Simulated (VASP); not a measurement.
Here is a VASP 6.6.1 calculation.

Contents of POSCAR:

```
LiF
1.0
    0.0000000000      1.9948691814      1.9948691814
    1.9948691814      0.0000000000      1.9948691814
    1.9948691814      1.9948691814      0.0000000000
Li F
1 1
Direct
    0.0000000000      0.0000000000      0.0000000000
    0.5000000000      0.5000000000      0.5000000000
```

File INCAR.step1:

```
SYSTEM = LiF
  PREC = Accurate
  ENCUT = 520
  EDIFF = 1E-5
  ISMEAR = 0
  SIGMA = 0.01
  LREAL = .False.
  LASPH = .True.
  NELM = 100
  ALGO = Normal
  ISIF = 2
  LWAVE = .True.
  LCHARG = .False.
  GGA = PE
  NBANDS = 12
```

Contents of INCAR.step2:

```
SYSTEM = LiF
  PREC = Accurate
  ENCUT = 520
  EDIFF = 1E-7
  ISMEAR = 0
  SIGMA = 0.01
  LREAL = .False.
  LASPH = .True.
  NELM = 100
  ALGO = Normal
  ISIF = 2
  LWAVE = .False.
  LCHARG = .False.
  GGA = PE
  LHFCALC = .True.
  AEXX = 1.0
  HFSCREEN = 0.3
  PRECFOCK = Normal
  ISTART = 1
  NBANDS = 12
  ALDAC = 1.0
  AGGAC = 1.0
```

KPOINTS

```
Automatic mesh
0
Gamma
  6 6 6
  0 0 0
```

Potentials or basis: VASP PAW PBE potentials, release 64 (Li_sv, F).

Launch:

```bash
$ cat potpaw_PBE.64/Li_sv/POTCAR potpaw_PBE.64/F/POTCAR > POTCAR
$ cp INCAR.step1 INCAR
$ mpirun -np 1 vasp_std > vasp.out
$ cp INCAR.step2 INCAR
$ mpirun -np 1 vasp_std > vasp.out
```

Question: Predict the band gap on the k mesh.

Answer: 17.64 eV.

Caveat: the k points lie up to 0.45 Å⁻¹ apart.
